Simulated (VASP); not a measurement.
A run of VASP 6.6.1:

File INCAR:

```
SYSTEM = SiC
ALGO     = Normal         ! electronic algorithm
EDIFF    = 1E-6           ! SCF threshold, eV
EDIFFG   = -0.005         ! ionic threshold
ENCUT    = 600            ! plane-wave cutoff, eV
GGA      = PE             ! functional
IBRION   = 2              ! ionic algorithm
ISIF     = 3              ! what is computed and relaxed
ISMEAR   = 0              ! smearing method
LASPH    = .TRUE.         ! aspherical terms in the spheres
LCHARG   = .FALSE.        ! write CHGCAR
LREAL    = .FALSE.        ! projectors in reciprocal space
LWAVE    = .FALSE.        ! write WAVECAR
NELM     = 100            ! most SCF steps
NSW      = 80             ! ionic steps
PREC     = Accurate       ! precision mode
PSTRESS  = 80.0         
SIGMA    = 0.01           ! smearing width, eV
```

The input KPOINTS:

```
k-points
0
G
  9 9 9
  0 0 0
```

Contents of POSCAR:

```
SiC
1.0
    0.0000000000      2.1790000000      2.1790000000
    2.1790000000      0.0000000000      2.1790000000
    2.1790000000      2.1790000000      0.0000000000
Si C
1 1
Direct
    0.0000000000      0.0000000000      0.0000000000
    0.2500000000      0.2500000000      0.2500000000
```

Potentials or basis: VASP PAW PBE potentials, release 64 (Si, C).

The run is started by

```sh
$ cat potpaw_PBE.64/Si/POTCAR potpaw_PBE.64/C/POTCAR > POTCAR
$ mpirun -np 1 vasp_std > vasp.out
```

Hardware: 1 thread of Intel Xeon 8259CL, with other jobs on the host.

Problem. How long does it take, and how much memory?

Solution. Run time: 30 s on 1 thread of Intel Xeon 8259CL (shared host), peak memory 0.15 GiB. Counts: scf iterations 25, k points 35, ion steps 3.
